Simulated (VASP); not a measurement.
# WS2 (Cm) in VASP: a series of runs

WS2 is run at these levels: PBEsol; tasks: single point.

Everything below comes from runs of VASP 6.6.1. Logs are shortened: lines on timing, memory, paths and dates and some standing lists are left out, and cuts for length are marked.

## Step 1: The cell of the first run

The structure is monoclinic, space group Cm (No. 8). Conventional cell: a = 5.470 Å, b = 3.158 Å, c = 6.427 Å, α = 90.00°, β = 106.48°, γ = 90.00°. W (site symmetry m) has 6 S at 2.13 to 2.39 Å within 2.8 Å. S (site symmetry m) has 3 W at 2.39 Å and 7 S at 2.94 to 3.16 Å within 3.2 Å. S (site symmetry m) has 3 W at 2.13 to 2.38 Å within 2.8 Å.

## Step 2: Single point, PBEsol (atom 3 (S) moved by (+0.200, +0.200) A along y and z)

The input, INCAR:

```
PREC = Accurate
ENCUT = 520
EDIFF = 1E-6
ISMEAR = 0
SIGMA = 0.05
LREAL = False
LASPH = True
NELM = 100
ALGO = Normal
ISIF = 2
LWAVE = False
LCHARG = False
GGA = PS
NBANDS = 20
```

The input, KPOINTS:

```
Automatic mesh
0
Gamma
  12 12 12
```

The input, POSCAR:

```
WS2
1.0
    1.5790003843      0.9116362969      6.1633300000
   -1.5790003843      0.9116362969      6.1633300000
    0.0000000000     -1.8232725938      6.1633300000
W S
1 2
Direct
    0.0000000000      0.0000000000      0.0000000000
    0.7503000000      0.7503000000      0.7503000000
    0.6283809528      0.6283809528      0.5186880848
```

Potentials or basis: VASP PAW PBE potentials, release 64 (W_sv, S).

Launch:

```console
cat potpaw_PBE.64/W_sv/POTCAR potpaw_PBE.64/S/POTCAR > POTCAR
mpirun -np 1 vasp_std > vasp.out
```

OUTCAR:

```text
PREC = Accurate
   ENCUT = 520
   EDIFF = 1E-6
   ISMEAR = 0
   LREAL = False
   LASPH = True
   NELM = 100
   ISIF = 2
   GGA = PS

 ion  position               nearest neighbor table
   1  0.000  0.000  0.000-   3 2.13   3 2.38   3 2.38   2 2.39   2 2.39   2 2.39
   2  0.750  0.750  0.750-   1 2.39   1 2.39   1 2.39
   3  0.628  0.628  0.519-   1 2.13   1 2.38   1 2.38

  LATTYP: Found a trigonal (rhomboedric) cell.
 ALAT       =     6.4273602389
 COS(alpha) =     0.8792939096

  Lattice vectors:

 A1 = (   1.5790003843,   0.9116362969,   6.1633300000)
 A2 = (  -1.5790003843,   0.9116362969,   6.1633300000)
 A3 = (   0.0000000000,  -1.8232725938,   6.1633300000)

Analysis of symmetry for initial positions (statically):
=====================================================================
 Subroutine PRICEL returns:
 Original cell was already a primitive cell.

 Routine SETGRP: Setting up the symmetry group for a
 trigonal (rhombohedral) supercell.

 Subroutine GETGRP returns: Found  2 space group operations
 (whereof  2 operations were pure point group operations)
 out of a pool of 12 trial point group operations.

The static configuration has the point symmetry C_1h.

Analysis of symmetry for dynamics (positions and initial velocities):
=====================================================================
 Subroutine PRICEL returns:
 Original cell was already a primitive cell.

 Routine SETGRP: Setting up the symmetry group for a
 trigonal (rhombohedral) supercell.

 Subroutine GETGRP returns: Found  2 space group operations
 (whereof  2 operations were pure point group operations)
 out of a pool of 12 trial point group operations.

The dynamic configuration has the point symmetry C_1h.

 Subroutine INISYM returns: Found  2 space group operations
 (whereof  2 operations are pure point group operations),
 and found     1 'primitive' translations

----------------------------------------------------------------------------------------

                                     Primitive cell

  volume of cell :      53.2317

  direct lattice vectors                    reciprocal lattice vectors
     1.579000384  0.911636297  6.163330000     0.316656034  0.182821447  0.054083318
    -1.579000384  0.911636297  6.163330000    -0.316656034  0.182821447  0.054083318
     0.000000000 -1.823272594  6.163330000     0.000000000 -0.365642893  0.054083318

  length of vectors
     6.427360239  6.427360239  6.427360239     0.369621064  0.369621064  0.369621064

  position of ions in fractional coordinates (direct lattice)
     0.000000000  0.000000000  0.000000000
     0.750300000  0.750300000  0.750300000
     0.628380953  0.628380953  0.518688085

  ion indices of the primitive-cell ions
   primitive index   ion index
                 1           1
                 2           2
                 3           3

----------------------------------------------------------------------------------------

 KPOINTS: Automatic mesh

Automatic generation of k-mesh.
 Grid dimensions read from file:
 generate k-points for:   12   12   12

 Generating k-lattice:

  Cartesian coordinates                     Fractional coordinates (reciprocal lattice)
     0.026388003  0.015235121  0.004506943     0.083333333  0.000000000  0.000000000
    -0.026388003  0.015235121  0.004506943     0.000000000  0.083333333  0.000000000
     0.000000000 -0.030470241  0.004506943     0.000000000  0.000000000  0.083333333

  Length of vectors
     0.030801755  0.030801755  0.030801755

  Shift w.r.t. Gamma in fractional coordinates (k-lattice)
     0.000000000  0.000000000  0.000000000

 Subroutine IBZKPT returns following result:
 ===========================================

 Found    476 irreducible k-points:

 Following reciprocal coordinates:
            Coordinates               Weight
  0.000000  0.000000  0.000000      1.000000
  0.083333  0.000000  0.000000      4.000000
  0.000000  0.000000  0.083333      2.000000
  0.166667  0.000000  0.000000      4.000000
 -0.000000 -0.000000  0.166667      2.000000
  0.250000  0.000000  0.000000      4.000000
[... 16 lines left out ...]
 -0.333333 -0.000000 -0.083333      4.000000
  0.083333  0.000000  0.333333      4.000000
 [... further k-points ...]
   k-points           NKPTS =    476   k-points in BZ     NKDIM =    476   number of bands    NBANDS=     20
   number of dos      NEDOS =    301   number of ions     NIONS =      3
   total plane-waves  NPLWV = 110592
   dimension x,y,z NGX =    48 NGY =   48 NGZ =   48
   dimension x,y,z NGXF=    96 NGYF=   96 NGZF=   96
   ions per type =               1   2
   NGX,Y,Z   is equivalent  to a cutoff of  12.42, 12.42, 12.42 a.u.
   NGXF,Y,Z  is equivalent  to a cutoff of  24.83, 24.83, 24.83 a.u.
 SYSTEM =  unknown system
   PREC   = accura    normal or accurate (medium, high low for compatibility)
   ISTART =      0    job   : 0-new  1-cont  2-samecut
   ICHARG =      2    charge: 1-file 2-atom 10-const
   ISPIN  =      1    spin polarized calculation?
   LNONCOLLINEAR =      F non collinear calculations
   LSORBIT =      F    spin-orbit coupling
   LASPH  =      T    aspherical Exc in radial PAW
   ENCUT  =  520.0 eV  38.22 Ry    6.18 a.u.  11.95 11.95 11.95*2*pi/ulx,y,z
   NELM   =    100;   NELMIN=  2; NELMDL= -5     # of ELM steps
   EDIFF  = 0.1E-05   stopping-criterion for ELM
   LREAL  =      F    real-space projection
   EDIFFG = 0.1E-04   stopping-criterion for IOM
   NSW    =      0    number of steps for IOM
   IBRION =     -1    ionic relax: 0-MD 1-quasi-New 2-CG
   NFREE  =      0    steps in history (QN), initial steepest desc. (CG)
   ISIF   =      2    stress and relaxation
   ISYM   =      2    0-nonsym 1-usesym 2-fastsym
   POTIM  = 0.5000    time-step for ionic-motion
   TEBEG  =    0.0;   TEEND  =   0.0 temperature during run
   PSTRESS=    0.0 pullay stress
   NELECT =      26.0000    total number of electrons
   NUPDOWN=      -1.0000    fix difference up-down
   EMIN   =  10.00;   EMAX   =-10.00  energy-range for DOS
   EFERMI =   0.00;   METHOD = LEGACY
   ISMEAR =     0;   SIGMA  =   0.05  broadening in eV -4-tet -1-fermi 0-gaus
   EFERMI_NEDOS =   21; number of points for ismear=-14 and -15
   IALGO  =     38    algorithm
   IMIX   =      4    mixing-type and parameters
     AMIX     =   0.40;   BMIX     =  1.00
     AMIX_MAG =   1.60;   BMIX_MAG =  1.00
  volume/ion in A,a.u.               =      17.74       119.74
  Fermi-wavevector in a.u.,A,eV,Ry     =   1.289266  2.436359 22.615688  1.662206
  Thomas-Fermi vector in A             =   2.421169
   LORBIT       =      0    0 simple, 1 ext, 2 COOP (PROOUT), +10 PAW based schemes
   GGA     = PS    functional components
   LHFCALC =     F    Hartree Fock is set to
   AEXX    =    0.0000 exact exchange contribution
   IVDW    =     0    specifies the selected vdW correction
   LEPSILON=     F    determine dielectric tensor
   LRPA    =     F    only Hartree local field effects (RPA)
 non-spin polarized calculation
 Gauss-broadening in eV      SIGMA  =   0.05
  energy-cutoff  :      520.00
  volume of cell :       53.23
 maximum number of plane-waves:      1450
   NGX = 23   NGY = 23   NGZ = 23

 number of electron      26.0000001 magnetization

 Free energy of the ion-electron system (eV)
  ---------------------------------------------------
  ext. energy  EPLUGINS =         0.00000000
  ---------------------------------------------------
  free energy    TOTEN  =       -24.56780332 eV

  energy without entropy =      -24.56780332  energy(sigma->0) =      -24.56780332

 E-fermi :   7.9365     XC(G=0): -10.9764

 val. band max:        7.7519557308   @ k =   0.5000   0.5000   0.5000
 cond. band min:       8.1387569879   @ k =  -0.3333   0.3333   0.0000
 fundamental gap:      0.3868012571
 Fermi energy:         7.9365026958

 k-point     1 :       0.0000    0.0000    0.0000
  band No.  band energies     occupation
      1     -67.1224      2.00000
      2     -31.4877      2.00000
      3     -31.3308      2.00000
      4     -31.2693      2.00000
      5      -8.6777      2.00000
      6      -6.2920      2.00000
[... 12 lines left out ...]
     19      15.1986      0.00000
     20      15.3609      0.00000

 k-point     2 :       0.0833    0.0000    0.0000
  band No.  band energies     occupation
      1     -67.1211      2.00000
      2     -31.4846      2.00000
      3     -31.3424      2.00000
      4     -31.2890      2.00000
      5      -8.5548      2.00000
      6      -6.2631      2.00000
[... 12 lines left out ...]
     19      15.3025      0.00000
     20      15.8104      0.00000

 k-point     3 :       0.0000    0.0000    0.0833
  band No.  band energies     occupation
      1     -67.1210      2.00000
      2     -31.4864      2.00000
      3     -31.3549      2.00000
      4     -31.2756      2.00000
      5      -8.5477      2.00000
      6      -6.2739      2.00000
[... 12 lines left out ...]
     19      15.4150      0.00000
     20      15.9644      0.00000

 k-point     4 :       0.1667    0.0000    0.0000
  band No.  band energies     occupation
      1     -67.1174      2.00000
      2     -31.4806      2.00000
      3     -31.3873      2.00000
      4     -31.3243      2.00000
      5      -8.2063      2.00000
      6      -6.1803      2.00000
[... 12 lines left out ...]
     19      15.3237      0.00000
     20      16.4198      0.00000

 k-point     5 :      -0.0000   -0.0000    0.1667
  band No.  band energies     occupation
      1     -67.1173      2.00000
      2     -31.4977      2.00000
      3     -31.4050      2.00000
      4     -31.2929      2.00000
      5      -8.1780      2.00000
      6      -6.2229      2.00000
[... 12 lines left out ...]
     19      15.8298      0.00000
     20      16.4015      0.00000
[... 353 lines left out ...]
      6      -6.1773      2.00000
[... 12 lines left out ...]
     19      15.8482      0.00000
     20      16.3389      0.00000

 k-point    22 :       0.3333    0.0833   -0.0000
  band No.  band energies     occupation
      1     -67.1093      2.00000
      2     -31.5752      2.00000
      3     -31.4259      2.00000
      4     -31.3598      2.00000
      5      -7.3134      2.00000
      6      -6.0129      2.00000
[... 12 lines left out ...]
     19      15.1595      0.00000
     20      15.8111      0.00000

 k-point    23 :      -0.3333   -0.0000   -0.0833
  band No.  band energies     occupation
      1     -67.1094      2.00000
      2     -31.5381      2.00000
      3     -31.4479      2.00000
      4     -31.3717      2.00000
      5      -7.3425      2.00000
      6      -5.9608      2.00000
[... 12 lines left out ...]
     19      15.2923      0.00000
     20      15.8620      0.00000

 k-point    24 :       0.0833    0.0000    0.3333
  band No.  band energies     occupation
      1     -67.1091      2.00000
      2     -31.6147      2.00000
      3     -31.4111      2.00000
      4     -31.3408      2.00000
      5      -7.2542      2.00000
      6      -6.0930      2.00000
[... 12 lines left out ...]
     19      15.3579      0.00000
     20      15.5081      0.00000

 [... further k-points ...]
[... 5 lines left out ...]
  --------------------------------------------------------------------------------------
  -------------------------------------------------------------------------------------
  Total        1.3138342      5.1685591      7.9637806      0.0000000      5.1582480      0.0000000
  in kB       39.5440035    155.5641603    239.6952087      0.0000000    155.2538170      0.0000000
  external PRESSURE =     144.9344575 kB  Pullay stress =       0.0000000 kB

 VOLUME and BASIS-vectors are now :
 -----------------------------------------------------------------------------
  energy-cutoff  :      520.00
  volume of cell :       53.23
      direct lattice vectors                 reciprocal lattice vectors
     1.579000384  0.911636297  6.163330000     0.316656034  0.182821447  0.054083318
    -1.579000384  0.911636297  6.163330000    -0.316656034  0.182821447  0.054083318
     0.000000000 -1.823272594  6.163330000     0.000000000 -0.365642893  0.054083318

 POSITION                                       TOTAL-FORCE (eV/Angst)
 -----------------------------------------------------------------------------------
      0.00000      0.00000      0.00000         0.000000      3.724060      4.077339
      0.00000      0.00000     13.87304         0.000000      0.032932      0.783567
      0.00000      0.20000     10.94268         0.000000     -3.756992     -4.860906
 -----------------------------------------------------------------------------------
    total drift:                               -0.000000      0.000011      0.000028

  FREE ENERGIE OF THE ION-ELECTRON SYSTEM (eV)
  ---------------------------------------------------
  free  energy   TOTEN  =       -24.5678033190 eV

  energy  without entropy=      -24.5678033189  energy(sigma->0) =      -24.56780332
```

Run time: 10 min. Hardware: 1 thread of Intel Xeon 6975P-C (Granite Rapids), shared host; peak memory 0.66 GiB.

Results:

```yaml
Free_energy: -24.5678 eV
Pressure: 14.5 GPa
Largest_force: 6.144 eV/Å
Band_gap_on_the_k_mesh: 0.39 eV, indirect (least direct gap 1.26 eV)
```

Forces on the atoms (eV/Å):
```
W    0.000  3.724  4.077
S    0.000  0.033  0.784
S    0.000 -3.757 -4.861
```

Caveat: the cell differs from its parent crystal (atom 3 (S) moved by (+0.200, +0.200) A along y and z); the PAW data sets were made with another functional, which shifts forces and pressure a little; spin-orbit coupling is left out, which moves the levels of the heavy elements. A k mesh can miss the band edges.

(Continued in part 2 of 2.)
